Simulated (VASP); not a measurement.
Wanted: the native input for a VASP 6.6.1 run.

```
Task                   : single point
Functional             : PBE
Potentials or basis    : VASP PAW PBE potentials, release 64 (Bi_d)
Cutoff                 : 520 eV
k mesh                 : 16 × 16 × 16
Occupations            : fermi-dirac, width 0.1 eV
Spin                   : no spin polarisation
Dipole correction      : no
Further INCAR settings : ALGO = Normal; EDIFF = 1e-07; NBANDS = 14
```

The structure of Bi lies in POSCAR:

```
Bi
1.0
   -1.8461855456      1.8461855456      1.8461855456
    1.8461855456     -1.8461855456      1.8461855456
    1.8461855456      1.8461855456     -1.8461855456
Bi
1
Direct
    0.0000000000      0.0000000000      0.0000000000
```

The input as run:

INCAR

```
SYSTEM = Bi
PREC = Accurate ; ENCUT = 520
EDIFF = 1E-7 ; ISMEAR = -1
SIGMA = 0.1 ; LREAL = .False.
LASPH = .True. ; NELM = 80
ALGO = Normal ; ISIF = 2
LWAVE = .False. ; LCHARG = .True.
GGA = PE ; LELF = .True.
LVHAR = .True. ; NBANDS = 14
```

KPOINTS

```
Automatic mesh
0
Gamma
  16 16 16
  0 0 0
```

Potentials or basis: VASP PAW PBE potentials, release 64 (Bi_d).

The run is started by

```bash
$ cat potpaw_PBE.64/Bi_d/POTCAR > POTCAR
$ mpirun -np 1 vasp_std > vasp.out
```

It gave:

The pressure is 20.1 GPa.

Run time: 68 s on 1 thread of AMD EPYC 7R13 (shared host), peak memory 0.14 GiB.
